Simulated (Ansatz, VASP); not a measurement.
Mn in VASP and in Ansatz

```xyz
2
Lattice="2.4204 0.0000 0.0000 -1.2102 2.0961 0.0000 0.0000 0.0000 3.9099" Properties=species:S:1:pos:R:3 pbc="T T T"
Mn    0.0000    1.3974    0.9775
Mn    1.2102    0.6987    2.9324
```

Alike in both runs: task single point; functional PBEsol; k mesh 17 × 17 × 9; occupations fermi-dirac, width 0.1 eV; no spin polarisation.

```csv
,VASP,Ansatz
version,VASP 6.6.1,Ansatz 0.2.0
potentials or method,"VASP PAW PBE potentials, release 64 (Mn_pv), cutoff 520 eV","plane waves (420 eV) with PAW, scalar-relativistic"
valence electrons in the cell,26,30
```

VASP gave:

- pressure (GPa): 13.7
- traceless stress, the component that is largest in VASP (GPa): -0.16

Q: Which values does Ansatz return?

A: Pressure (GPa): 13.8; traceless stress, the component that is largest in VASP (GPa): -0.06.

VASP's potentials were made for PBE, not for PBEsol, and Ansatz warns of the same on its side. VASP's potentials hold 26 valence electrons a cell and Ansatz's 30, so a difference there can come from the potentials and not from the codes.
